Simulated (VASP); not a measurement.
# Ga2O (P-3m1) in VASP: further runs, part 3 of 3

VASP 6.6.1.

## 5. Single point, PBE (17.69 Å³/atom)

This run uses another cell than the first one, of 17.69 Å³/atom.

INCAR

```
SYSTEM = Ga2O
  PREC = Accurate
  ENCUT = 520
  EDIFF = 1E-6
  ISMEAR = -1
  SIGMA = 0.15
  LREAL = .FALSE.
  LASPH = .TRUE.
  NELM = 80
  ALGO = Normal
  ISIF = 2
  LWAVE = .FALSE.
  LCHARG = .TRUE.
  GGA = PE
  LELF = .TRUE.
  LVHAR = .TRUE.
  NBANDS = 41
```

KPOINTS

```
regular mesh
0
G
  12 12 4
  0 0 0
```

POSCAR

```
Ga2O
1.0
    3.0546061527      0.0000000000      0.0000000000
   -1.5273030764      2.6453665268      0.0000000000
    0.0000000000      0.0000000000     13.1346487621
Ga O
4 2
Direct
    0.0000000000      0.0000000000      0.4040448093
    0.0000000000      0.0000000000      0.5959551907
    0.6666666667      0.3333333333      0.0954051773
    0.3333333333      0.6666666667      0.9045948227
    0.6666666667      0.3333333333      0.3449100201
    0.3333333333      0.6666666667      0.6550899799
```

Potentials or basis: VASP PAW PBE potentials, release 64 (Ga_d, O).

The run is started by

```sh
$ cat potpaw_PBE.64/Ga_d/POTCAR potpaw_PBE.64/O/POTCAR > POTCAR
$ mpirun -np 1 vasp_std > vasp.out
```

OUTCAR:

```text
SYSTEM = Ga2O
   PREC = Accurate
   ENCUT = 520
   EDIFF = 1E-6
   ISMEAR = -1
   LREAL = .FALSE.
   LASPH = .TRUE.
   NELM = 80
   ISIF = 2
   GGA = PE

 ion  position               nearest neighbor table
   1  0.000  0.000  0.404-   5 1.93   5 1.93   5 1.93   2 2.52
   2  0.000  0.000  0.596-   6 1.93   6 1.93   6 1.93   1 2.52
   3  0.667  0.333  0.095-
   4  0.333  0.667  0.905-
   5  0.667  0.333  0.345-   1 1.93   1 1.93   1 1.93
   6  0.333  0.667  0.655-   2 1.93   2 1.93   2 1.93

  LATTYP: Found a hexagonal cell.
 ALAT       =     3.0546061527
 C/A-ratio  =     4.2999483748

  Lattice vectors:

 A1 = (   3.0546061527,   0.0000000000,   0.0000000000)
 A2 = (  -1.5273030764,   2.6453665268,   0.0000000000)
 A3 = (   0.0000000000,   0.0000000000,  13.1346487621)

Analysis of symmetry for initial positions (statically):
=====================================================================
 Subroutine PRICEL returns:
 Original cell was already a primitive cell.

 Routine SETGRP: Setting up the symmetry group for a
 hexagonal supercell.

 Subroutine GETGRP returns: Found 12 space group operations
 (whereof 12 operations were pure point group operations)
 out of a pool of 24 trial point group operations.

The static configuration has the point symmetry D_3d.

Analysis of symmetry for dynamics (positions and initial velocities):
=====================================================================
 Subroutine PRICEL returns:
 Original cell was already a primitive cell.

 Routine SETGRP: Setting up the symmetry group for a
 hexagonal supercell.

 Subroutine GETGRP returns: Found 12 space group operations
 (whereof 12 operations were pure point group operations)
 out of a pool of 24 trial point group operations.

The dynamic configuration has the point symmetry D_3d.

 Subroutine INISYM returns: Found 12 space group operations
 (whereof 12 operations are pure point group operations),
 and found     1 'primitive' translations

----------------------------------------------------------------------------------------

                                     Primitive cell

  volume of cell :     106.1352

  direct lattice vectors                    reciprocal lattice vectors
     3.054606153  0.000000000  0.000000000     0.327374447  0.189009725  0.000000000
    -1.527303076  2.645366527  0.000000000     0.000000000  0.378019450  0.000000000
     0.000000000  0.000000000 13.134648762     0.000000000  0.000000000  0.076134506

  length of vectors
     3.054606153  3.054606153 13.134648762     0.378019450  0.378019450  0.076134506

  position of ions in fractional coordinates (direct lattice)
     0.000000000  0.000000000  0.404044809
     0.000000000  0.000000000  0.595955191
     0.666666667  0.333333333  0.095405177
     0.333333333  0.666666667  0.904594823
     0.666666667  0.333333333  0.344910020
     0.333333333  0.666666667  0.655089980

  ion indices of the primitive-cell ions
   primitive index   ion index
                 1           1
                 2           2
                 3           3
                 4           4
                 5           5
                 6           6

----------------------------------------------------------------------------------------

 KPOINTS: regular mesh

Automatic generation of k-mesh.
 Grid dimensions read from file:
 generate k-points for:   12   12    4

 Generating k-lattice:

  Cartesian coordinates                     Fractional coordinates (reciprocal lattice)
     0.027281204  0.015750810  0.000000000     0.083333333  0.000000000  0.000000000
     0.000000000  0.031501621  0.000000000     0.000000000  0.083333333  0.000000000
     0.000000000  0.000000000  0.019033627     0.000000000  0.000000000  0.250000000

  Length of vectors
     0.031501621  0.031501621  0.019033627

  Shift w.r.t. Gamma in fractional coordinates (k-lattice)
     0.000000000  0.000000000  0.000000000

 Subroutine IBZKPT returns following result:
 ===========================================

 Found     69 irreducible k-points:

 Following reciprocal coordinates:
            Coordinates               Weight
  0.000000  0.000000  0.000000      1.000000
  0.083333  0.000000  0.000000      6.000000
  0.166667 -0.000000  0.000000      6.000000
  0.250000  0.000000  0.000000      6.000000
  0.333333  0.000000  0.000000      6.000000
  0.416667 -0.000000  0.000000      6.000000
[... 16 lines left out ...]
  0.166667 -0.000000  0.250000      6.000000
  0.000000  0.166667  0.250000      6.000000
 [... further k-points ...]
   k-points           NKPTS =     69   k-points in BZ     NKDIM =     69   number of bands    NBANDS=     41
   number of dos      NEDOS =    301   number of ions     NIONS =      6
   total plane-waves  NPLWV =  56448
   dimension x,y,z NGX =    24 NGY =   24 NGZ =   98
   dimension x,y,z NGXF=    48 NGYF=   48 NGZF=  196
   ions per type =               4   2
   NGX,Y,Z   is equivalent  to a cutoff of  13.06, 13.06, 12.40 a.u.
   NGXF,Y,Z  is equivalent  to a cutoff of  26.12, 26.12, 24.81 a.u.
 SYSTEM =  Ga2O
   PREC   = accura    normal or accurate (medium, high low for compatibility)
   ISTART =      0    job   : 0-new  1-cont  2-samecut
   ICHARG =      2    charge: 1-file 2-atom 10-const
   ISPIN  =      1    spin polarized calculation?
   LNONCOLLINEAR =      F non collinear calculations
   LSORBIT =      F    spin-orbit coupling
   LASPH  =      T    aspherical Exc in radial PAW
   ENCUT  =  520.0 eV  38.22 Ry    6.18 a.u.   5.68  5.68 24.42*2*pi/ulx,y,z
   NELM   =     80;   NELMIN=  2; NELMDL= -5     # of ELM steps
   EDIFF  = 0.1E-05   stopping-criterion for ELM
   LREAL  =      F    real-space projection
   EDIFFG = 0.1E-04   stopping-criterion for IOM
   NSW    =      0    number of steps for IOM
   IBRION =     -1    ionic relax: 0-MD 1-quasi-New 2-CG
   NFREE  =      0    steps in history (QN), initial steepest desc. (CG)
   ISIF   =      2    stress and relaxation
   ISYM   =      2    0-nonsym 1-usesym 2-fastsym
   POTIM  = 0.5000    time-step for ionic-motion
   TEBEG  =    0.0;   TEEND  =   0.0 temperature during run
   PSTRESS=    0.0 pullay stress
   NELECT =      64.0000    total number of electrons
   NUPDOWN=      -1.0000    fix difference up-down
   EMIN   =  10.00;   EMAX   =-10.00  energy-range for DOS
   EFERMI =   0.00;   METHOD = LEGACY
   ISMEAR =    -1;   SIGMA  =   0.15  broadening in eV -4-tet -1-fermi 0-gaus
   EFERMI_NEDOS =   21; number of points for ismear=-14 and -15
   IALGO  =     38    algorithm
   IMIX   =      4    mixing-type and parameters
     AMIX     =   0.40;   BMIX     =  1.00
     AMIX_MAG =   1.60;   BMIX_MAG =  1.00
  volume/ion in A,a.u.               =      17.69       119.37
  Fermi-wavevector in a.u.,A,eV,Ry     =   1.383083  2.613648 26.026845  1.912919
  Thomas-Fermi vector in A             =   2.507714
   LORBIT       =      0    0 simple, 1 ext, 2 COOP (PROOUT), +10 PAW based schemes
   GGA     = PE    functional components
   LHFCALC =     F    Hartree Fock is set to
   AEXX    =    0.0000 exact exchange contribution
   IVDW    =     0    specifies the selected vdW correction
   LEPSILON=     F    determine dielectric tensor
   LRPA    =     F    only Hartree local field effects (RPA)
 non-spin polarized calculation
  energy-cutoff  :      520.00
  volume of cell :      106.14
 maximum number of plane-waves:      2877
 NGX is ok and might be reduce to    24
   NGX = 11   NGY = 11   NGZ = 49

 number of electron      63.9999981 magnetization

 Free energy of the ion-electron system (eV)
  ---------------------------------------------------
  ext. energy  EPLUGINS =         0.00000000
  ---------------------------------------------------
  free energy    TOTEN  =       -26.79530792 eV

  energy without entropy =      -26.70572977  energy(sigma->0) =      -26.75051885

 E-fermi :   4.2405     XC(G=0):  -9.9385

 val. band max:        4.1932508837   @ k =   0.3333   0.2500   0.2500
 cond. band min:       4.3370990946   @ k =   0.1667   0.1667   0.5000
 fundamental gap:      0.1438482108
 Fermi energy:         4.2404777378

 k-point     1 :       0.0000    0.0000    0.0000
  band No.  band energies     occupation
      1     -16.7504      2.00000
      2     -16.6906      2.00000
      3     -11.6170      2.00000
      4     -11.6170      2.00000
      5     -11.6077      2.00000
      6     -11.6077      2.00000
[... 1045 lines left out ...]
     40      12.3132      0.00000
     41      12.5338      0.00000

 [... further k-points ...]
[... 5 lines left out ...]
  --------------------------------------------------------------------------------------
  -------------------------------------------------------------------------------------
  Total        0.3745546      0.3745546      0.1768221     -0.0000000      0.0000000      0.0000000
  in kB        5.6541351      5.6541351      2.6692402     -0.0000000      0.0000000      0.0000000
  external PRESSURE =       4.6591701 kB  Pullay stress =       0.0000000 kB

 VOLUME and BASIS-vectors are now :
 -----------------------------------------------------------------------------
  energy-cutoff  :      520.00
  volume of cell :      106.14
      direct lattice vectors                 reciprocal lattice vectors
     3.054606153  0.000000000  0.000000000     0.327374447  0.189009725  0.000000000
    -1.527303076  2.645366527  0.000000000     0.000000000  0.378019450  0.000000000
     0.000000000  0.000000000 13.134648762     0.000000000  0.000000000  0.076134506

 POSITION                                       TOTAL-FORCE (eV/Angst)
 -----------------------------------------------------------------------------------
      0.00000      0.00000      5.30699        -0.000000     -0.000000      0.046785
      0.00000      0.00000      7.82766         0.000000      0.000000     -0.046785
      1.52730      0.88179      1.25311         0.000000      0.000000      0.006177
     -0.00000      1.76358     11.88154         0.000000     -0.000000     -0.006177
      1.52730      0.88179      4.53027        -0.000000      0.000000     -0.056783
     -0.00000      1.76358      8.60438         0.000000     -0.000000      0.056783
 -----------------------------------------------------------------------------------
    total drift:                                0.000000     -0.000000      0.000000

  FREE ENERGIE OF THE ION-ELECTRON SYSTEM (eV)
  ---------------------------------------------------
  free  energy   TOTEN  =       -26.7953079197 eV

  energy  without entropy=      -26.7057297723  energy(sigma->0) =      -26.75051885
```

Wall time 5.6 min (1 thread of Intel Xeon 8259CL, shared host); peak memory 0.36 GiB.

Results:

* Free energy: -26.7953 eV
* Pressure: 0.5 GPa
* Largest force: 0.057 eV/Å
* Band gap on the k mesh: zero (bands 32 and 33 overlap by 1.77 eV)

Forces in eV/Å, atoms in the order of the input:
```
Ga   0.000  0.000  0.047
Ga   0.000  0.000 -0.047
Ga   0.000  0.000  0.006
Ga   0.000  0.000 -0.006
O    0.000  0.000 -0.057
O    0.000  0.000  0.057
```

## 6. The runs side by side

```csv
cell,k mesh,smearing,gap on the mesh (eV),pressure (GPa),largest force (eV/Å)
"a = 3.108, b = 3.108, c = 11.449 Å, angles 90.0, 90.0, 120.0°, 6 atoms, atomic positions A",6 × 6 × 2,gaussian 0.1 eV,none,0.5,0.02
"a = 2.818, b = 2.818, c = 10.696 Å, angles 90.0, 90.0, 120.0°, 6 atoms, atomic positions B",12 × 12 × 4,fermi-dirac 0.15 eV,none,25.5,0.07
"a = 2.982, b = 2.982, c = 11.136 Å, angles 90.0, 90.0, 120.0°, 6 atoms, atomic positions C",12 × 12 × 4,fermi-dirac 0.15 eV,none,8.4,0.07
"a = 3.055, b = 3.055, c = 13.135 Å, angles 90.0, 90.0, 120.0°, 6 atoms, atomic positions D",12 × 12 × 4,fermi-dirac 0.15 eV,none,0.5,0.06
```

Alike in all rows: task single point; level PBE; potentials or basis VASP PAW PBE potentials, release 64 (Ga_d, O); no spin polarisation; cutoff (eV) 520.

Caveats: some runs use coarse meshes; the cell stands under pressure (at least some runs).

Total energies depend on the potentials used, so only differences within one code and one set of settings carry meaning.
